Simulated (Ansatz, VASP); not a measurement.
# PbF2 in VASP and in Ansatz

```xyz
3
Lattice="0.0000 2.8924 2.8924 2.8924 0.0000 2.8924 2.8924 2.8924 0.0000" Properties=species:S:1:pos:R:3 pbc="T T T"
Pb    0.0000    0.0000    0.0000
F     1.4462    1.4462    1.4462
F     4.3386    4.3386    4.3386
```

Alike in both runs: task single point; functional LDA; k mesh 8 × 8 × 8; occupations gaussian, width 0.02 eV; no spin polarisation.

|  | VASP | Ansatz |
| --- | --- | --- |
| version | VASP 6.6.1 | Ansatz 0.2.0 |
| potentials or method | VASP PAW LDA potentials, release 64 (Pb_d, F), cutoff 520 eV | scalar-relativistic, plane waves, PAW |
| valence electrons in the cell | 28 | 28 |

Ansatz gave:

```
gap on the k mesh at the Fermi level (eV) : 4.24
least direct gap on the mesh (eV)         : 4.41
pressure (GPa)                            : 1.3
```

What did VASP give for the same quantities?

gap on the k mesh at the Fermi level (eV): 4.19; least direct gap on the mesh (eV): 4.36; pressure (GPa): 1.3.

LDA's correlation is that of Perdew and Zunger in VASP and of Perdew and Wang (1992) in Ansatz.

Spin-orbit coupling is off throughout.
